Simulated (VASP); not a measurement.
Runs of VASP 6.6.1 on Li2O (lda). The structure is that of space group Fm-3m (No. 225), or close to it. The cells are those of the table. 

```tsv
task	cell	k mesh	gap on the mesh (eV)	pressure (GPa)	relaxed volume (Å³/atom)
single point	a = 3.176 Å, angles 60.0°, 3 atoms	10 × 10 × 10	4.95	-0.2	-
relaxation of cell and atoms	relaxed from a = 3.272 Å, angles 60.0°, 3 atoms	8 × 8 × 8	4.95	0.0	7.55
single point	a = 3.176 Å, angles 60.0°, 3 atoms	8 × 8 × 8	4.95	-0.2	-
relaxation of cell and atoms	relaxed from a = 3.176 Å, angles 60.0°, 3 atoms	10 × 10 × 10	(a)	0.0	7.53
```

Alike in all rows: level LDA; potentials or basis VASP PAW LDA potentials, release 64 (Li_sv, O); no spin polarisation; cutoff (eV) 750; smearing gaussian 0.02 eV.

Estimate the missing entries.

(a) 4.96.

A k mesh can miss the band edges.
